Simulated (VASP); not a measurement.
Wanted: the native input for a VASP 6.6.1 run.

| Property | Result |
| --- | --- |
| Task | single point |
| Functional | PBEsol |
| Potentials or basis | VASP PAW PBE potentials, release 64 (W_sv) |
| Cutoff | 520 eV |
| k mesh | 8 × 8 × 8 |
| Occupations | gaussian, width 0.1 eV |
| Spin | no spin polarisation |
| Dipole correction | no |
| Further INCAR settings | ALGO = Normal; EDIFF = 1e-06; NBANDS = 13 |

The structure of W lies in POSCAR:

```
W
1.0
    2.7329288872     -0.0000000151     -0.0000000262
   -0.9109762815      2.5766300699     -0.0000000262
   -0.9109762815     -1.2883149971      2.2314271185
W
1
Direct
    0.0000000000      0.0000000000      0.0000000000
```

One way to write it, as run:

INCAR

```
SYSTEM = W
PREC = Accurate ; ENCUT = 520
EDIFF = 1E-6 ; ISMEAR = 0
SIGMA = 0.1 ; LREAL = .False.
LASPH = .True. ; NELM = 60
ALGO = Normal ; ISIF = 2
LWAVE = .False. ; LCHARG = .True.
GGA = PS ; LELF = .True.
LVHAR = .True. ; NBANDS = 13
```

KPOINTS

```
Automatic mesh
0
Gamma
  8 8 8
  0 0 0
```

Potentials or basis: VASP PAW PBE potentials, release 64 (W_sv).

Run with:

```console
$ cat potpaw_PBE.64/W_sv/POTCAR > POTCAR
$ mpirun -np 1 vasp_std > vasp.out
```

Results of the run:

| Quantity | Value |
| --- | --- |
| Pressure | 0.7 GPa |
| Band gap on the k mesh | zero (band 7 reaches 16.65 eV, above the bottom of band 8 at 10.15 eV) |

Caveat: the PAW data sets were made with another functional, which shifts forces and pressure a little; spin-orbit coupling is left out, which moves the levels of the heavy elements.

It took 5.7 s on 1 thread of AMD EPYC 7R13 Processor (Zen 3), with other jobs on the host, peak memory 0.09 GiB.
